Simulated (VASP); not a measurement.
# MgCd2S3 (P1) in VASP: relaxation of cell and atoms with PBE

Aim: the relaxation of cell and atoms of MgCd2S3 with PBE.

Everything below comes from runs of VASP 6.6.1. Logs are shortened: lines on timing, memory, paths and dates and some standing lists are left out, and cuts for length are marked.

### 1 The cell of the first run

The typed cell holds 12 atoms: a = 4.162 Å, b = 4.212 Å, c = 19.729 Å, α = 90.85°, β = 88.78°, γ = 122.68°.

### 2 Relaxation of cell and atoms, PBE

INCAR

```
ALGO = Normal ; EDIFF = 1E-6
EDIFFG = -0.025 ; ENCUT = 600
GGA = PE ; IBRION = 2
ISIF = 3 ; ISMEAR = 0
LASPH = T ; LCHARG = F
LREAL = F ; LWAVE = F
NELM = 100 ; NSW = 80
PREC = Accurate ; SIGMA = 0.1
```

KPOINTS

```
k-points
0
Gamma
  6 6 1
```

POSCAR

```
MgCd2S3
1.0
    4.1603756632     -0.1121736141      0.0433676797
   -2.1773330311      3.6050462030     -0.0300994002
    0.2120746402     -0.0475198387     19.7280098466
Mg Cd S
2 4 6
Direct
    0.6685079228      0.2963741219      0.1606887808
    0.7725402923      0.4104262882      0.6654926806
   -0.0143651962      0.0251800836     -0.0045034566
   -0.0166816871      0.0352604229      0.4968162065
    0.3501522507      0.6166923756      0.3293805378
    0.3084743684      0.6534197631      0.8378458552
    0.2955068817      0.6445076435      0.4508122568
    0.3101640566      0.6415872236      0.9646631399
    0.7144339534      0.3434872243      0.2956460169
    0.6336610722      0.3580735294      0.7888961399
   -0.0054890557     -0.0100217964      0.1293779913
   -0.0169048590     -0.0149868798      0.6348838510
```

Potentials or basis: VASP PAW PBE potentials, release 64 (Mg, Cd, S).

Command:

```console
> cat potpaw_PBE.64/Mg/POTCAR potpaw_PBE.64/Cd/POTCAR potpaw_PBE.64/S/POTCAR > POTCAR
> mpirun -np 1 vasp_std > vasp.out
```

OUTCAR:

```text
EDIFF = 1E-6
   EDIFFG = -0.025
   ENCUT = 600
   GGA = PE
   IBRION = 2
   ISIF = 3
   ISMEAR = 0
   LASPH = T
   LREAL = F
   NELM = 100
   NSW = 80
   PREC = Accurate

 ion  position               nearest neighbor table
   1  0.669  0.296  0.161-  11 2.39  11 2.46  11 2.55   9 2.67
   2  0.773  0.410  0.665-  12 2.17  12 2.45  10 2.48  12 2.84
   3  0.986  0.025  0.995-   8 2.27   8 2.45  11 2.65   8 2.66
   4  0.983  0.035  0.497-   7 2.35   7 2.59   7 2.73  12 2.74
   5  0.350  0.617  0.329-   9 2.35   7 2.41   9 2.43   9 2.67
   6  0.308  0.653  0.838-  10 2.46   8 2.50  10 2.58  10 2.70
   7  0.296  0.645  0.451-   4 2.35   5 2.41   4 2.59   4 2.73
   8  0.310  0.642  0.965-   3 2.27   3 2.45   6 2.50   3 2.66
   9  0.714  0.343  0.296-   5 2.35   5 2.43   5 2.67   1 2.67
  10  0.634  0.358  0.789-   6 2.46   2 2.48   6 2.58   6 2.70
  11  0.995  0.990  0.129-   1 2.39   1 2.46   1 2.55   3 2.65
  12  0.983  0.985  0.635-   2 2.17   2 2.45   4 2.74   2 2.84

  LATTYP: Found a triclinic cell.
 ALAT       =     4.1621135658
 B/A-ratio  =     0.9650300907
 C/A-ratio  =     4.7401894791
 COS(alpha) =     0.0065157162
 COS(beta)  =     0.0212286965
 COS(gamma) =     0.4701071973

  Lattice vectors:

 A1 = (   4.1603756632,  -0.1121736141,   0.0433676797)
 A2 = (   1.9830426321,   3.4928725889,   0.0132682795)
 A3 = (   0.2120746402,  -0.0475198387,  19.7280098466)

Analysis of symmetry for initial positions (statically):
=====================================================================
 Subroutine PRICEL returns:
 Original cell was already a primitive cell.

 Routine SETGRP: Setting up the symmetry group for a
 triclinic supercell.

 Subroutine GETGRP returns: Found  1 space group operations
 (whereof  1 operations were pure point group operations)
 out of a pool of  2 trial point group operations.

The static configuration has the point symmetry C_1 .

Analysis of symmetry for dynamics (positions and initial velocities):
=====================================================================
 Subroutine PRICEL returns:
 Original cell was already a primitive cell.

 Routine SETGRP: Setting up the symmetry group for a
 triclinic supercell.

 Subroutine GETGRP returns: Found  1 space group operations
 (whereof  1 operations were pure point group operations)
 out of a pool of  2 trial point group operations.

The dynamic configuration has the point symmetry C_1 .

 Subroutine INISYM returns: Found  1 space group operations
 (whereof  1 operations are pure point group operations),
 and found     1 'primitive' translations

----------------------------------------------------------------------------------------

[... 115 lines left out ...]
   POTIM  = 0.5000    time-step for ionic-motion
   TEBEG  =    0.0;   TEEND  =   0.0 temperature during run
   PSTRESS=    0.0 pullay stress
   NELECT =      88.0000    total number of electrons
   NUPDOWN=      -1.0000    fix difference up-down
   EMIN   =  10.00;   EMAX   =-10.00  energy-range for DOS
   EFERMI =   0.00;   METHOD = LEGACY
   ISMEAR =     0;   SIGMA  =   0.10  broadening in eV -4-tet -1-fermi 0-gaus
   EFERMI_NEDOS =   21; number of points for ismear=-14 and -15
   IALGO  =     38    algorithm
   IMIX   =      4    mixing-type and parameters
     AMIX     =   0.40;   BMIX     =  1.00
     AMIX_MAG =   1.60;   BMIX_MAG =  1.00
  volume/ion in A,a.u.               =      24.25       163.67
  Fermi-wavevector in a.u.,A,eV,Ry     =   1.098805  2.076440 16.427291  1.207372
  Thomas-Fermi vector in A             =   2.235188
   LORBIT       =      0    0 simple, 1 ext, 2 COOP (PROOUT), +10 PAW based schemes
   GGA     = PE    functional components
   LHFCALC =     F    Hartree Fock is set to
   AEXX    =    0.0000 exact exchange contribution
   IVDW    =     0    specifies the selected vdW correction
   LEPSILON=     F    determine dielectric tensor
   LRPA    =     F    only Hartree local field effects (RPA)
 conjugate gradient relaxation of ions
 non-spin polarized calculation
 Gauss-broadening in eV      SIGMA  =   0.10
  energy-cutoff  :      600.00
  volume of cell :      291.04
 maximum number of plane-waves:      9754
 NGX is ok and might be reduce to    36
   NGX = 17   NGY = 17   NGZ = 79

--------------------------------------- Ionic step        1  -------------------------------------------

 number of electron      87.9999999 magnetization

 Free energy of the ion-electron system (eV)
  ---------------------------------------------------
  ext. energy  EPLUGINS =         0.00000000
  ---------------------------------------------------
  free energy    TOTEN  =       -39.82789524 eV

  energy without entropy =      -39.82789524  energy(sigma->0) =      -39.82789524

------------------------ aborting loop because EDIFF is reached ----------------------------------------

  FORCE on cell =-STRESS in cart. coord.  units (eV):
  Direction    XX          YY          ZZ          XY          YZ          ZX
  --------------------------------------------------------------------------------------
  -------------------------------------------------------------------------------------
  Total        4.2279504     11.8777898      4.4844274      1.1675189     -2.2186369      0.0033090
  in kB       23.2752761     65.3883831     24.6872069      6.4273048    -12.2138111      0.0182162
  external PRESSURE =      37.7836220 kB  Pullay stress =       0.0000000 kB
[... 119 lines left out ...]
  FREE ENERGIE OF THE ION-ELECTRON SYSTEM (eV)
  ---------------------------------------------------
  free  energy   TOTEN  =       -40.8893859013 eV

  energy  without entropy=      -40.8893859013  energy(sigma->0) =      -40.88938590

[... ionic steps 4 to 23 ...]

--------------------------------------- Ionic step       24  -------------------------------------------

 number of electron      87.9999997 magnetization

------------------------ aborting loop because EDIFF is reached ----------------------------------------
[... 87 lines left out ...]
--------------------------------------- Ionic step       26  -------------------------------------------

 number of electron      87.9999996 magnetization

 Free energy of the ion-electron system (eV)
  ---------------------------------------------------
  ext. energy  EPLUGINS =         0.00000000
  ---------------------------------------------------
  free energy    TOTEN  =       -41.46932577 eV

  energy without entropy =      -41.46932577  energy(sigma->0) =      -41.46932577

 E-fermi :   1.5238     XC(G=0):  -8.7367

 val. band max:        1.0888874491   @ k =   0.0000   0.0000   0.0000
 cond. band min:       2.6041421971   @ k =   0.0000   0.0000   0.0000
 fundamental gap:      1.5152547480
 Fermi energy:         1.5238293363

 k-point     1 :       0.0000    0.0000    0.0000
  band No.  band energies     occupation
      1     -10.8952      2.00000
      2     -10.8232      2.00000
      3     -10.7462      2.00000
      4     -10.6269      2.00000
      5     -10.4123      2.00000
      6     -10.3652      2.00000
[... 1128 lines left out ...]
  FREE ENERGIE OF THE ION-ELECTRON SYSTEM (eV)
  ---------------------------------------------------
  free  energy   TOTEN  =       -41.4693257733 eV

  energy  without entropy=      -41.4693257732  energy(sigma->0) =      -41.46932577

 reached required accuracy - stopping structural energy minimisation
```

CONTCAR:

```text
MgCd2S3
   1.00000000000000
     4.1424479379160131   -0.0068828481533203    0.0057416730681291
    -2.0754908925136926    3.5925349770486603   -0.0018583995265677
     0.0272039715060261    0.0026258471709113   20.2497447102563690
  Mg              Cd              S
     2     4     6
Direct
     0.6676239065669483    0.3229341373506172    0.1656607347068443
     0.6647546044072800    0.3428034763642476    0.6654745846783241
     0.9930970787439588    0.9963190270721768    0.0026837973106142
     0.0059595263991151    0.0038058893841232    0.5029304375952316
     0.3374895701466697    0.6582499031454326    0.3317128668593500
     0.3322635180479517    0.6757694000402491    0.8313997493923868
     0.3386679237070807    0.6706217577577160    0.4583163294690006
     0.3263177308346734    0.6639097510562038    0.9579769338750040
     0.6698869412409255    0.3244347177790090    0.2873013986331954
     0.6650993374590901    0.3419238082945324    0.7869863468421427
     0.0001479310550819    0.9898574760624588    0.1297268679616565
     0.9986919314912265    0.0093706555932382    0.6298299527762448

  0.00000000E+00  0.00000000E+00  0.00000000E+00
  0.00000000E+00  0.00000000E+00  0.00000000E+00
  0.00000000E+00  0.00000000E+00  0.00000000E+00
  0.00000000E+00  0.00000000E+00  0.00000000E+00
  0.00000000E+00  0.00000000E+00  0.00000000E+00
  0.00000000E+00  0.00000000E+00  0.00000000E+00
  0.00000000E+00  0.00000000E+00  0.00000000E+00
  0.00000000E+00  0.00000000E+00  0.00000000E+00
  0.00000000E+00  0.00000000E+00  0.00000000E+00
  0.00000000E+00  0.00000000E+00  0.00000000E+00
  0.00000000E+00  0.00000000E+00  0.00000000E+00
  0.00000000E+00  0.00000000E+00  0.00000000E+00
```

It took 63 min on 1 thread of Intel Xeon 6975P-C (Granite Rapids), shared host; peak memory 0.75 GiB.

Results:

```yaml
Free_energy: -41.4693 eV
Relaxed_volume: 25.09 Å³/atom
Relaxed_cell: a = 4.142 Å, b = 4.149 Å, c = 20.250 Å, α = 90.06°, β = 89.84°, γ = 120.11°
Space_group_after_relaxing_to_0.1_Å: Cc (No. 9)
Energy_gained_by_relaxing: 136.8 meV/atom
Ionic_steps: 26
Pressure_after_relaxing: 0.0 GPa
Largest_force_after_relaxing: 0.023 eV/Å
Band_gap_on_the_k_mesh: 1.52 eV
```

Forces on the atoms (eV/Å):
```
Mg  -0.010  0.006  0.003
Mg   0.015 -0.001  0.009
Cd  -0.002  0.009  0.004
Cd  -0.014  0.009 -0.006
Cd  -0.009 -0.004 -0.002
Cd   0.000 -0.010 -0.004
S    0.007 -0.017  0.004
S    0.017 -0.005  0.015
S   -0.002  0.018 -0.010
S    0.002 -0.002  0.005
S   -0.003  0.008 -0.007
S   -0.001 -0.009 -0.011
```

Step by step:
| step | energy change (eV) | largest force (eV/Å) | pressure (GPa) | volume (Å³) |
| --- | --- | --- | --- | --- |
| 1 | 0.0000 | 2.8070 | 3.78 | 291.04 |
| 2 | -1.0555 | 1.0025 | -1.99 | 315.68 |
| 3 | -1.0615 | 1.0799 | -1.64 | 313.27 |
| 4 | -1.3855 | 0.7264 | -0.66 | 305.37 |
| 5 | -1.4883 | 0.5541 | 0.57 | 298.23 |
| 6 | -1.5560 | 0.3184 | 0.04 | 300.79 |
| 7 | -1.5701 | 0.2824 | -0.29 | 302.60 |
| 8 | -1.5963 | 0.1851 | -0.03 | 300.91 |
| 9 | -1.5979 | 0.2189 | 0.07 | 300.37 |
| 10 | -1.6075 | 0.1451 | 0.02 | 300.64 |
| 11 | -1.6114 | 0.1234 | -0.03 | 300.96 |
| 12 | -1.6172 | 0.0957 | 0.01 | 300.75 |
| 13 | -1.6178 | 0.1053 | 0.03 | 300.67 |
| 14 | -1.6235 | 0.0911 | 0.00 | 300.90 |
| 15 | -1.6274 | 0.1272 | -0.07 | 301.34 |
| 16 | -1.6318 | 0.0898 | 0.00 | 300.98 |
| 17 | -1.6340 | 0.0994 | 0.10 | 300.48 |
| 18 | -1.6369 | 0.0523 | -0.04 | 301.33 |
| 19 | -1.6370 | 0.0533 | -0.08 | 301.50 |
| 20 | -1.6381 | 0.0536 | 0.03 | 300.91 |
| 21 | -1.6382 | 0.0578 | 0.10 | 300.58 |
| 22 | -1.6392 | 0.0411 | 0.03 | 300.92 |
| 23 | -1.6396 | 0.0547 | -0.05 | 301.37 |
| 24 | -1.6406 | 0.0340 | -0.02 | 301.19 |
| 25 | -1.6409 | 0.0316 | 0.02 | 301.00 |
| 26 | -1.6414 | 0.0233 | 0.00 | 301.06 |

Final structure:
```cif
data_structure
_symmetry_space_group_name_H-M 'P 1'
_symmetry_Int_Tables_number 1
_cell_length_a 4.1425
_cell_length_b 4.1490
_cell_length_c 20.2498
_cell_angle_alpha 90.058
_cell_angle_beta 89.844
_cell_angle_gamma 120.111
_cell_volume 301.06
loop_
_atom_site_label
_atom_site_type_symbol
_atom_site_fract_x
_atom_site_fract_y
_atom_site_fract_z
_atom_site_occupancy
Mg1 Mg 0.66762 0.32293 0.16566 1
Mg2 Mg 0.66475 0.34280 0.66547 1
Cd1 Cd 0.99310 0.99632 0.00268 1
Cd2 Cd 0.00596 0.00381 0.50293 1
Cd3 Cd 0.33749 0.65825 0.33171 1
Cd4 Cd 0.33226 0.67577 0.83140 1
S1 S 0.33867 0.67062 0.45832 1
S2 S 0.32632 0.66391 0.95798 1
S3 S 0.66989 0.32443 0.28730 1
S4 S 0.66510 0.34192 0.78699 1
S5 S 0.00015 0.98986 0.12973 1
S6 S 0.99869 0.00937 0.62983 1
```
